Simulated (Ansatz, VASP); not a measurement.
## Al2InAs3 in VASP and in Ansatz

```
CELL_PARAMETERS angstrom
-2.05349 6.16350 2.91008
2.05349 -6.16350 2.91008
2.05349 6.16350 -2.91008
ATOMIC_POSITIONS crystal
Al 0.66879 0.99995 0.66884
Al 0.33111 0.99995 0.33116
As 0.43842 0.26321 0.17521
As 0.08799 0.26321 0.82479
As 0.72260 0.22260 0.50000
In 0.00109 0.00109 0.00000
```

Alike in both runs: task single point; functional PBE; k mesh 8 × 8 × 8; occupations fermi-dirac, width 0.02 eV; no spin polarisation.

|  | VASP | Ansatz |
| --- | --- | --- |
| version | VASP 6.6.1 | Ansatz 0.2.0 |
| potentials or method | VASP PAW PBE potentials, release 64 (Al, As, In_d) | plane waves, PAW |
| plane-wave cutoff (eV) | 520 | 420 |
| valence electrons in the cell | 34 | 64 |

Ansatz gave:

- gap on the k mesh at the Fermi level (eV): 1.08
- pressure (GPa): 1.9
- rms of the force components (eV/Å): 0.018

Task: Which values does VASP return?

Result: gap on the k mesh at the Fermi level (eV): 1.08; pressure (GPa): 2.1; rms of the force components (eV/Å): 0.017.

VASP's potentials hold 34 valence electrons a cell and Ansatz's 64, so a difference there can come from the potentials and not from the codes.
